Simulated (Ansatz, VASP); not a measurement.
# Two plane-wave programs on Mg

```
Mg
1.0
    -1.77883    1.77883    1.77883
     1.77883   -1.77883    1.77883
     1.77883    1.77883   -1.77883
Mg
1
Cartesian
  0.0000 0.0000 0.0000
```

Alike in both runs: task single point; functional r2SCAN; k mesh 16 × 16 × 16; occupations gaussian, width 0.05 eV; no spin polarisation.

|  | VASP | Ansatz |
| --- | --- | --- |
| version | VASP 6.6.1 | Ansatz 0.2.0 |
| potentials or method | VASP PAW PBE potentials, release 64 (Mg), cutoff 520 eV | scalar-relativistic, plane waves, PAW |
| valence electrons in the cell | 2 | 10 |

VASP gave:

```
gap on the k mesh at the Fermi level (eV) : none
pressure (GPa)                            : -0.3
```

**Question.** What did Ansatz give for the same quantities?

**Answer.** gap on the k mesh at the Fermi level (eV): none; pressure (GPa): 0.0.

VASP's potentials were made for PBE, not for r2SCAN. A gap of «none» marks a metal or a gap that the smearing closes. The functional is the same, so the differences come from potentials, cutoffs and numerics. VASP's potentials hold 2 valence electrons a cell and Ansatz's 10, so a difference there can come from the potentials and not from the codes.
